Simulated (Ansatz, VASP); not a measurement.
# One calculation of AlNi, two programs

```
CELL_PARAMETERS angstrom
1.93869 -1.95319 0.00000
1.93869 1.95319 0.00000
0.00000 0.00000 3.09943
ATOMIC_POSITIONS crystal
Ni 0.50000 0.50000 0.50000
Al 0.00000 0.00000 0.00000
```

Alike in both runs: functional PBEsol; k mesh 10 × 10 × 9; occupations fermi-dirac, width 0.05 eV; collinear spin.

```csv
,VASP,Ansatz
version,VASP 6.6.1,Ansatz 0.2.0
potentials or method,"VASP PAW PBE potentials, release 64 (Ni, Al), cutoff 520 eV","all-electron LAPW, scalar-relativistic"
task,single point,band structure
```

Ansatz gave:

```
gap on the k mesh at the Fermi level (eV)                     : none
pressure (GPa)                                                : 0.4
traceless stress, the component that is largest in VASP (GPa) : -4.70
net moment per atom (μB)                                      : 0.00
```

Problem. Estimate VASP's values.

Solution. gap on the k mesh at the Fermi level (eV): none; pressure (GPa): 0.6; traceless stress, the component that is largest in VASP (GPa): -4.86; net moment per atom (μB): 0.00.

VASP's potentials were made for PBE, not for PBEsol. A gap of «none» marks a metal or a gap that the smearing closes. Ansatz ran all-electron here, and VASP with PAW potentials.
